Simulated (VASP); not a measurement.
**Zr2PdC2: relaxation of cell and atoms with PBE**

Zr2PdC2:

```
Zr Pd C
1.0
    -1.84916    1.84916    4.48584
     1.84916   -1.84916    4.48584
     1.84916    1.84916   -4.48584
Zr Pd C
2 1 2
Cartesian
  0.0000 0.0000 3.3294
  0.0000 0.0000 5.6423
  0.0000 0.0000 0.0000
  1.8492 0.0000 2.2429
  0.0000 1.8492 2.2429
```

```yaml
Program: VASP 6.6.1
Task: relaxation of cell and atoms
Functional: PBE
Potentials_or_basis: VASP PAW PBE potentials, release 64 (Zr_sv, Pd, C)
Cutoff: 600 eV
k_mesh: 6 × 6 × 6
Occupations: gaussian, width 0.1 eV
Spin: no spin polarisation
Dipole_correction: no
Further_INCAR_settings: ALGO = Normal; EDIFF = 1e-07; IBRION = 2; EDIFFG = -0.04; NSW = 90; ISIF = 3
```

```
Relaxed volume                        : 16.30 Å³/atom
Relaxed cell                          : a = 5.593 Å, b = 5.593 Å, c = 5.593 Å, α = 136.61°, β = 136.61°, γ = 63.03°
Space group after relaxing (to 0.1 Å) : I4/mmm (No. 139)
Energy gained by relaxing             : 763.6 meV/atom
Ionic steps                           : 15
Pressure after relaxing               : 0.0 GPa
Largest force after relaxing          : 0.005 eV/Å
Band gap on the k mesh                : zero (bands 21 and 22 overlap by 1.32 eV)
```

Forces in eV/Å, atoms in the order of the input:
```
Zr   0.000  0.000  0.005
Zr   0.000  0.000 -0.005
Pd   0.000  0.000  0.000
C    0.000  0.000  0.000
C    0.000  0.000  0.000
```

Stress tensor (GPa, compression positive):
```
-0.11  0.00  0.00
 0.00 -0.11  0.00
 0.00  0.00  0.24
```

The path:
| step | energy change (eV) | largest force (eV/Å) | pressure (GPa) | volume (Å³) |
| --- | --- | --- | --- | --- |
| 1 | 0.0000 | 5.5769 | 34.32 | 61.36 |
| 2 | -3.1531 | 2.9328 | -12.02 | 87.75 |
| 3 | -3.1824 | 3.2568 | -8.79 | 83.89 |
| 4 | -3.5542 | 1.5991 | 9.78 | 79.28 |
| 5 | -3.7320 | 0.2097 | 1.74 | 80.88 |
| 6 | -3.7716 | 0.1354 | -0.31 | 82.38 |
| 7 | -3.7820 | 0.1400 | -2.18 | 83.86 |
| 8 | -3.8038 | 0.2118 | -0.34 | 82.87 |
| 9 | -3.8051 | 0.3170 | 0.19 | 82.59 |
| 10 | -3.8149 | 0.1522 | -0.44 | 82.33 |
| 11 | -3.8152 | 0.1232 | -0.55 | 82.28 |
| 12 | -3.8172 | 0.1200 | 0.16 | 81.66 |
| 13 | -3.8173 | 0.1190 | 0.34 | 81.51 |
| 14 | -3.8179 | 0.0478 | -0.16 | 81.51 |
| 15 | -3.8180 | 0.0052 | 0.00 | 81.51 |

Final structure:
```
CELL_PARAMETERS angstrom
-2.06733 2.06733 4.76805
2.06733 -2.06733 4.76805
2.06733 2.06733 -4.76805
ATOMIC_POSITIONS crystal
Zr 0.32449 0.32449 0.00000
Zr 0.67551 0.67551 0.00000
Pd 0.00000 0.00000 0.00000
C 0.25000 0.75000 0.50000
C 0.75000 0.25000 0.50000
```

Levels at points of the mesh, in eV from the Fermi level:
```
           k point  band 17  band 18  band 19  band 20  band 21  band 22  band 23  band 24  band 25
(0.00, 0.00, 0.00)    -1.60    -1.18    -1.18    -0.75    -0.75    -0.64     0.90     3.58     4.10
(0.50, 0.00, 0.00)    -1.97    -1.89    -1.42    -0.88    -0.87    -0.39     1.13     3.27     3.78
(0.50, 0.50, 0.00)    -1.97    -1.70    -1.60    -1.19     0.17     0.30     0.47     1.69     2.44
(0.50, 0.50, 0.50)    -1.92    -1.78    -1.67     0.36     0.36     0.57     0.65     3.01     3.01
```

It took 33 min on 1 thread of Oxide Virtual Turin-like Processor (shared host), peak memory 0.27 GiB.

Caveat: the volume moved by over 15 % at a fixed basis, so the end points are rough.
